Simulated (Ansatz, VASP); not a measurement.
## Two plane-wave programs on GaN

Contents of INCAR:

```
SYSTEM = GaN
ALGO = Normal ; EDIFF = 1E-6
ENCUT = 1330 ; GGA = RE
GGA_COMPAT = .FALSE. ; ISIF = 2
ISMEAR = 0 ; IVDW = 13
LASPH = .TRUE. ; LCHARG = .TRUE.
LELF = .TRUE. ; LREAL = .FALSE.
LVHAR = .TRUE. ; LWAVE = .FALSE.
NBANDS = 16 ; NELM = 120
PREC = Accurate ; SIGMA = 0.05
```

KPOINTS

```
k-points
0
G
  10 10 10
  0 0 0
```

File POSCAR:

```
GaN
1.0
    0.0000000000      2.0836632783      2.0836632783
    2.0836632783      0.0000000000      2.0836632783
    2.0836632783      2.0836632783      0.0000000000
Ga N
1 1
Direct
    0.5000000000      0.5000000000      0.5000000000
    0.0000000000      0.0000000000      0.0000000000
```

Input for Ansatz:

```yaml
crystal:
  lattice:
    - [0.0, 2.0836632783, 2.0836632783]
    - [2.0836632783, 0.0, 2.0836632783]
    - [2.0836632783, 2.0836632783, 0.0]
  atoms:
    - { symbol: Ga, position: [0.5, 0.5, 0.5] }
    - { symbol: "N", position: [0.0, 0.0, 0.0] }
basis:
  ecutwfc: 420
  ecutrho_ratio: 4
kpoints:
  mp_grid: { grid: [10, 10, 10] }
hamiltonian:
  xc: revpbe
  dispersion: d4
scf:
  occupations: { method: gaussian, width: 0.05 }
output:
  forces: true
  stress: true
  eigenvalues: true
```

Alike in both runs: task single point; functional revPBE; dispersion D4; k mesh 10 × 10 × 10; occupations gaussian, width 0.05 eV; no spin polarisation.

|  | VASP | Ansatz |
| --- | --- | --- |
| version | VASP 6.6.1 | Ansatz 0.2.0 |
| potentials or method | VASP PAW PBE potentials, release 64 (Ga_d, N_h), cutoff 1330 eV | scalar-relativistic, plane waves, PAW |
| valence electrons in the cell | 18 | 18 |

|  | VASP | Ansatz | Ansatz less VASP |
| --- | --- | --- | --- |
| gap on the k mesh at the Fermi level (eV) | 0.96 | 0.98 | +0.012 |
| least direct gap on the mesh (eV) | 3.30 | 3.29 | -0.009 |
| pressure (GPa) | 5.7 | 5.0 | -0.75 |

VASP's potentials were made for PBE, not for revPBE.
